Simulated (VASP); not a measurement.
Write the native input for VASP 6.6.1 that does the following.

```yaml
Task: single point
Functional: PBEsol
Potentials_or_basis: VASP PAW PBE potentials, release 64 (Sn_d, Co)
Cutoff: 520 eV
k_mesh: 10 × 10 × 10
Occupations: gaussian, width 0.1 eV
Spin: collinear spin, ferromagnetic start
Starting_moments: "[0.1, 0.1, 0.1, 2.01] μB"
Fixed_moment: 2.25 μB
Dipole_correction: no
Further_INCAR_settings: ALGO = Normal; EDIFF = 1e-06; NBANDS = 38
```

The structure of CoSn3 lies in POSCAR:

```
CoSn3
1.0
    4.3976643244      0.0000000000      0.0000000000
    0.0000000000      4.3976643244      0.0000000000
    0.0000000000      0.0000000000      4.3976643244
Sn Co
3 1
Direct
    0.0000000000      0.5000000000      0.5000000000
    0.5000000000      0.0000000000      0.5000000000
    0.5000000000      0.5000000000      0.0000000000
    0.0000000000      0.0000000000      0.0000000000
```

The input as run:

INCAR

```
  ALGO = Normal
  EDIFF = 1E-6
  ENCUT = 520
  GGA = PS
  ISIF = 2
  ISMEAR = 0
  ISPIN = 2
  LASPH = True
  LCHARG = False
  LMAXMIX = 4
  LORBIT = 11
  LREAL = False
  LWAVE = False
  MAGMOM = 0.1 0.1 0.1 2.01
  NBANDS = 38
  NELM = 150
  NUPDOWN = 2.25
  PREC = Accurate
  SIGMA = 0.1
```

KPOINTS

```
k-points
0
Gamma
  10 10 10
```

Potentials or basis: VASP PAW PBE potentials, release 64 (Sn_d, Co).

Command:

```console
$ cat potpaw_PBE.64/Sn_d/POTCAR potpaw_PBE.64/Co/POTCAR > POTCAR
$ mpirun -np 1 vasp_std > vasp.out
```

It gave:

```yaml
Pressure: 1.3 GPa
Net_moment: 2.25 μB per cell
Site_moments: Sn +0.09; Co +1.77 μB
Valence_electrons_inside_the_program's_atomic_spheres: Sn 12.28; Co 7.83
```

Caveat: the PAW data sets were made with another functional, which shifts forces and pressure a little; the total moment is fixed, so each spin has its own Fermi level and the state may be an excited one.

It took 4.3 min on 1 thread of Intel(R) Xeon(R) Platinum 8259CL CPU @ 2.50GHz (Skylake/Cascade Lake), on a shared host, peak memory 0.41 GiB.
